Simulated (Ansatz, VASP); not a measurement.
One calculation of Au, two programs

Contents of POSCAR:

```
Au
1.0
    0.0000000000      2.0585000000      2.0585000000
    2.0585000000      0.0000000000      2.0585000000
    2.0585000000      2.0585000000      0.0000000000
Au
1
Direct
    0.0000000000      0.0000000000      0.0000000000
```

File INCAR.step1:

```
SYSTEM = Au
ALGO = Normal ; EDIFF = 1E-4
ENCUT = 600 ; GGA = PE
ISMEAR = 0 ; LASPH = .True.
LCHARG = .False. ; LREAL = .False.
LWAVE = .True. ; NELM = 80
PREC = Accurate ; SIGMA = 0.1
```

The input INCAR.step2:

```
SYSTEM = Au
ALGO = Normal ; BPARAM = 11.95
CPARAM = 0.0093 ; EDIFF = 1E-6
EDIFFG = -0.002 ; ENCUT = 600
IBRION = 2 ; ISIF = 3
ISMEAR = 0 ; ISTART = 1
IVDW_NL = 2 ; LASPH = .True.
LCHARG = .False. ; LMIXTAU = .True.
LREAL = .False. ; LUSE_VDW = .True.
LWAVE = .False. ; METAGGA = R2SCAN
NELM = 80 ; NSW = 100
PREC = Accurate ; SIGMA = 0.1
```

The input KPOINTS:

```
k-points
0
Gamma
  18 18 18
  0 0 0
```

Input for Ansatz:

```yaml
crystal:
  lattice:
    - [0.0, 2.0585, 2.0585]
    - [2.0585, 0.0, 2.0585]
    - [2.0585, 2.0585, 0.0]
  atoms:
    - { symbol: Au, position: [0.0, 0.0, 0.0] }
basis:
  ecutwfc: 500
kpoints:
  mp_grid: { grid: [18, 18, 18] }
hamiltonian:
  xc: r2scan
  dispersion: rvv10
  pseudopotentials: { kind: paw, azcp: { folder: soft_1 } }
scf:
  occupations: { method: gaussian, width: 0.1 }
output:
  forces: true
  stress: true
  eigenvalues: true
relax:
  adjacent_minimum: "off"
  f_tol: 0.002
  max_steps: 80
  cell: { stress_tol: 0.02 }
```

Alike in both runs: task relaxation of cell and atoms; functional r2SCAN; dispersion rVV10; k mesh 18 × 18 × 18; occupations gaussian, width 0.1 eV; no spin polarisation.

```csv
,VASP,Ansatz
version,VASP 6.6.1,Ansatz 0.2.0
potentials or method,"VASP PAW PBE potentials, release 64 (Au), cutoff 600 eV","scalar-relativistic, plane waves, PAW"
valence electrons in the cell,11,19
```

|  | VASP | Ansatz | Ansatz less VASP |
| --- | --- | --- | --- |
| gap on the k mesh at the Fermi level, each at its own relaxed structure (eV) | none | none | - |
| relaxed volume (Å³/atom) | 17.37 | 17.23 | -0.133 |
| relaxed cell length with the largest relative difference (Å) | 2.907 | 2.899 | -0.0074 |

VASP's potentials were made for PBE, not for r2SCAN. A gap of «none» marks a metal or a gap that the smearing closes. VASP's potentials hold 11 valence electrons a cell and Ansatz's 19, so a difference there can come from the potentials and not from the codes.

Spin-orbit coupling is off throughout.
